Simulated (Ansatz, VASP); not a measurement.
## Pd in VASP and in Ansatz

File POSCAR:

```
Pd
1.0
    0.0000000000      2.0421450000      1.9449000000
    2.0421450000      0.0000000000      1.9449000000
    2.0421450000      2.0421450000      0.0000000000
Pd
1
Direct
    0.0000000000      0.0000000000      0.0000000000
```

INCAR.step1

```
PREC     = Accurate       # precision mode
ENCUT    = 520            # plane-wave cutoff, eV
ISMEAR   = 0              # smearing method
SIGMA    = 0.15           # smearing width, eV
LREAL    = F              # projectors in reciprocal space
LASPH    = T              # aspherical terms in the spheres
NELM     = 60             # most SCF steps
NBANDS   = 11             # bands
GGA      = PE             # functional
ALGO     = Normal         # electronic algorithm
EDIFF    = 1E-4           # SCF threshold, eV
LWAVE    = T              # write WAVECAR
LCHARG   = F              # write CHGCAR
```

INCAR.step2

```
PREC     = Accurate       # precision mode
ENCUT    = 520            # plane-wave cutoff, eV
EDIFF    = 1E-6           # SCF threshold, eV
ISMEAR   = 0              # smearing method
SIGMA    = 0.15           # smearing width, eV
LREAL    = F              # projectors in reciprocal space
LASPH    = T              # aspherical terms in the spheres
NELM     = 60             # most SCF steps
ALGO     = Normal         # electronic algorithm
ISIF     = 2              # what is computed and relaxed
LWAVE    = F              # write WAVECAR
LCHARG   = F              # write CHGCAR
METAGGA  = R2SCAN         # meta-GGA
LMIXTAU  = T            
NBANDS   = 11             # bands
ISTART   = 1
```

File KPOINTS:

```
Automatic mesh
0
Gamma
  20 20 20
```

Input for Ansatz:

```yaml
crystal:
  lattice:
    - [0.0, 2.042145, 1.9449]
    - [2.042145, 0.0, 1.9449]
    - [2.042145, 2.042145, 0.0]
  atoms:
    - { symbol: Pd, position: [0.0, 0.0, 0.0] }
basis:
  ecutwfc: 500
kpoints:
  mp_grid: { grid: [20, 20, 20] }
hamiltonian:
  xc: r2scan
scf:
  occupations: { method: gaussian, width: 0.15 }
output:
  forces: true
  stress: true
  eigenvalues: true
```

Change from the starting cell: strain +0.050 along x and y, +0.000 along z, atoms carried along.

Alike in both runs: task single point; functional r2SCAN; k mesh 20 × 20 × 20; occupations gaussian, width 0.15 eV; no spin polarisation.

```csv
,VASP,Ansatz
version,VASP 6.6.1,Ansatz 0.2.0
potentials or method,"VASP PAW PBE potentials, release 64 (Pd), cutoff 520 eV","scalar-relativistic, plane waves, PAW"
valence electrons in the cell,10,18
```

```csv
,VASP,Ansatz,Ansatz less VASP
gap on the k mesh at the Fermi level (eV),none,none,-
pressure (GPa),-11.7,-12.0,-0.32
"traceless stress, the component that is largest in VASP (GPa)",0.69,0.64,-0.052
```

VASP's potentials were made for PBE, not for r2SCAN. A gap of «none» marks a metal or a gap that the smearing closes. VASP's potentials hold 10 valence electrons a cell and Ansatz's 18, so a difference there can come from the potentials and not from the codes.
